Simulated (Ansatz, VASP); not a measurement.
**One calculation of HCl, two programs**

INCAR

```
PREC = Accurate ; ENCUT = 520
EDIFF = 1E-6 ; ISMEAR = 0
SIGMA = 0.01 ; LREAL = False
LASPH = True ; NELM = 100
ALGO = Normal ; ISIF = 2
LWAVE = False ; LCHARG = False
GGA = PS ; NBANDS = 11
```

Contents of KPOINTS:

```
regular mesh
0
Gamma
  6 6 6
```

The input POSCAR:

```
HCl
1.0
    0.0000000000      3.4081898358      3.4083410983
    1.5304107753      0.0000000000      3.4083410983
    1.5304107753      3.4081898358      0.0000000000
H Cl
1 1
Direct
    0.0000000000      0.0000000000      0.0000000000
    0.5000000000      0.5000000000      0.5000000000
```

Input for Ansatz:

```yaml
crystal:
  lattice:
    - [0.0, 3.4081898358, 3.4083410983]
    - [1.5304107753, 0.0, 3.4083410983]
    - [1.5304107753, 3.4081898358, 0.0]
  atoms:
    - { symbol: H, position: [0.0, 0.0, 0.0] }
    - { symbol: Cl, position: [0.5, 0.5, 0.5] }
kpoints:
  mp_grid: { grid: [6, 6, 6] }
hamiltonian:
  xc: pbesol
scf:
  occupations: { method: fixed }
  n_extra_bands: 4
  mixing: { preconditioner: none }
output:
  forces: true
  stress: true
  eigenvalues: true
```

Alike in both runs: task single point; functional PBEsol; k mesh 6 × 6 × 6; no spin polarisation.

|  | VASP | Ansatz |
| --- | --- | --- |
| version | VASP 6.6.1 | Ansatz 0.2.0 |
| potentials or method | VASP PAW PBE potentials, release 64 (H, Cl) | plane waves |
| plane-wave cutoff (eV) | 520 | 420 |
| occupations | gaussian, width 0.01 eV | fixed |
| valence electrons in the cell | 8 | 8 |

VASP gave:

```
gap on the k mesh at the Fermi level (eV)                     : 2.61
pressure (GPa)                                                : 0.6
traceless stress, the component that is largest in VASP (GPa) : 0.06
```

Task: Estimate Ansatz's values.

Result: gap on the k mesh at the Fermi level (eV): 2.56; pressure (GPa): 0.8; traceless stress, the component that is largest in VASP (GPa): 0.27.

VASP's potentials were made for PBE, not for PBEsol. Ansatz's warnings: near symmetry operations not taken.
